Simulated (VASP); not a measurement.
CdSe4:

```
Cd Se
1.0
    -0.08322   -5.46646   -0.01207
    -6.65959   -0.09769    0.11812
     2.23186    0.01473   -8.14528
Cd Se
2 8
Direct
  0.47599 0.01163 0.47081
  0.98648 0.00376 0.98606
  0.59849 0.31566 0.91163
  0.42554 0.65828 0.10296
  0.83671 0.80778 0.20801
  0.19159 0.20850 0.81538
  0.03928 0.65585 0.57603
  0.94345 0.32866 0.44049
  0.31597 0.19675 0.30918
  0.68651 0.81313 0.67945
```

```yaml
Program: VASP 6.6.1
Task: relaxation of cell and atoms
Functional: PBE
Potentials_or_basis: VASP PAW PBE potentials, release 64 (Cd, Se)
Cutoff: 600 eV
k_mesh: 4 × 2 × 2
Occupations: gaussian, width 0.1 eV
Spin: no spin polarisation
```

At the start: pressure 3.1 GPa; volume 29.50 Å³/atom.

Where does the relaxation end?

Over 52 steps the energy falls by 140.5 meV/atom and the volume is 30.02 Å³/atom (+1.8 %); space group P1 (No. 1, to 0.05 Å).

Step by step:
```csv
step,energy change (eV),largest force (eV/Å),pressure (GPa),volume (Å³)
1,0.0000,4.8270,3.12,295.02
3,-1.1319,1.1832,-1.43,310.94
5,-1.2852,0.4471,0.39,301.43
7,-1.3307,0.2897,0.06,302.13
9,-1.3598,0.2817,-0.19,303.61
11,-1.3759,0.2104,0.26,302.17
13,-1.3858,0.1385,-0.10,303.93
15,-1.3903,0.1129,-0.07,303.39
17,-1.3929,0.0840,0.11,302.13
19,-1.3943,0.0817,-0.07,302.58
21,-1.3970,0.0636,-0.05,301.89
23,-1.3981,0.0635,0.08,300.87
25,-1.3987,0.0458,-0.02,301.06
27,-1.3996,0.0621,-0.01,300.96
29,-1.4003,0.0478,0.02,300.78
31,-1.4006,0.0274,-0.04,300.92
33,-1.4011,0.0332,-0.01,300.62
35,-1.4017,0.0350,0.03,300.23
37,-1.4024,0.0275,-0.01,300.20
39,-1.4029,0.0335,0.02,299.89
41,-1.4033,0.0257,0.02,299.73
43,-1.4034,0.0396,0.02,299.57
45,-1.4039,0.0431,-0.01,299.63
47,-1.4042,0.0361,0.05,299.57
49,-1.4046,0.0455,-0.07,300.53
51,-1.4049,0.0259,-0.02,300.27
52,-1.4052,0.0195,0.00,300.25
```

Final structure:
```
Cd Se
1.0
     0.00124   -5.61405    0.00223
    -6.58756    0.00863    0.09485
     2.17973   -0.00478   -8.15000
Cd Se
2 8
Direct
  0.49428 0.99823 0.50353
  0.98864 0.00389 0.99433
  0.57355 0.33177 0.91821
  0.43262 0.67164 0.08702
  0.80814 0.80403 0.19555
  0.19840 0.20561 0.80365
  0.07106 0.66817 0.58368
  0.93198 0.32710 0.41484
  0.30676 0.19643 0.30379
  0.69456 0.79313 0.69539
```

Caveat: the k points lie up to 0.50 Å⁻¹ apart in the final cell.
